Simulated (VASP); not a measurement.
A run of VASP 6.6.1 is set up as follows.

File INCAR:

```
SYSTEM = SiNi
PREC = Accurate ; ENCUT = 520
EDIFF = 1E-6 ; ISMEAR = 0
SIGMA = 0.15 ; LREAL = .FALSE.
LASPH = .TRUE. ; NELM = 60
ALGO = Normal ; ISIF = 2
LWAVE = .FALSE. ; LCHARG = .FALSE.
GGA = PS ; NBANDS = 22
```

Contents of KPOINTS:

```
Automatic mesh
0
G
  16 14 10
  0 0 0
```

File POSCAR:

```
SiNi
1.0
    3.0266200000      0.0000000000      0.0000000000
    0.0000000000      3.2735000000      0.0000000000
    0.0000000000      0.0000000000      4.6977600000
Si Ni
2 2
Direct
    0.5000000000      0.5381854284      0.8423000000
    0.0000000000      0.0000000000      0.1577000000
    0.5000000000      0.5000000000      0.3442200000
    0.0000000000      0.0000000000      0.6557800000
```

Potentials or basis: VASP PAW PBE potentials, release 64 (Si, Ni).

Command:

```bash
$ cat potpaw_PBE.64/Si/POTCAR potpaw_PBE.64/Ni/POTCAR > POTCAR
$ mpirun -np 1 vasp_std > vasp.out
```

(1) Predict the largest force.

(2) Estimate the pressure.

Answers

(1) 0.831 eV/Å.

(2) -4.2 GPa.

Caveat: the cell differs from its parent crystal (atom 1 (Si) moved +0.125 Å along Cartesian [0 1 0]); the PAW data sets were made with another functional, which shifts forces and pressure a little.
